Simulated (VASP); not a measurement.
Input of a VASP 6.6.1 run:

File POSCAR:

```
GaN
1.0
    2.6955546006      0.0000000000      0.0000000000
    0.0000000000      2.6955546006      0.0000000000
    0.0000000000      0.0000000000      2.6955546006
Ga N
1 1
Direct
    0.0000000000      0.0000000000      0.0000000000
    0.5000000000      0.5000000000      0.5000000000
```

The input INCAR.step1:

```
PREC     = Accurate       # precision mode
ENCUT    = 660            # plane-wave cutoff, eV
ISMEAR   = -1             # smearing method
SIGMA    = 0.02           # smearing width, eV
LREAL    = F              # projectors in reciprocal space
LASPH    = T              # aspherical terms in the spheres
NELM     = 120            # most SCF steps
ISYM     = 0            
NBANDS   = 16             # bands
GGA      = PE             # functional
ALGO     = Normal         # electronic algorithm
EDIFF    = 1E-5           # SCF threshold, eV
LWAVE    = T              # write WAVECAR
LCHARG   = F              # write CHGCAR
GGA_COMPAT= F
```

File INCAR.step2:

```
PREC     = Accurate       # precision mode
ENCUT    = 660            # plane-wave cutoff, eV
EDIFF    = 1E-6           # SCF threshold, eV
ISMEAR   = -1             # smearing method
SIGMA    = 0.02           # smearing width, eV
LREAL    = F              # projectors in reciprocal space
LASPH    = T              # aspherical terms in the spheres
NELM     = 120            # most SCF steps
ALGO     = Normal         # electronic algorithm
ISIF     = 2              # what is computed and relaxed
LWAVE    = F              # write WAVECAR
LCHARG   = F              # write CHGCAR
METAGGA  = R2SCAN         # meta-GGA
LMIXTAU  = T            
ISYM     = 0            
NBANDS   = 16             # bands
ISTART   = 1            
GGA_COMPAT= F
```

File KPOINTS:

```
Automatic mesh
0
Gamma
  6 6 6
```

Potentials or basis: VASP PAW PBE potentials, release 64 (Ga_d, N).

Command:

```console
$ cat potpaw_PBE.64/Ga_d/POTCAR potpaw_PBE.64/N/POTCAR > POTCAR
$ cp INCAR.step1 INCAR
$ mpirun -np 1 vasp_std > vasp.out
$ cp INCAR.step2 INCAR
$ mpirun -np 1 vasp_std > vasp.out
```

Problem. Predict the pressure.

Solution. 1.0 GPa.

Problem. Estimate the band gap on the k mesh.

Solution. Zero (band 9 reaches 8.39 eV, above the bottom of band 10 at 6.90 eV).

Caveat: the k points lie up to 0.39 Å⁻¹ apart; the PAW data sets were made with another functional, which shifts forces and pressure a little.
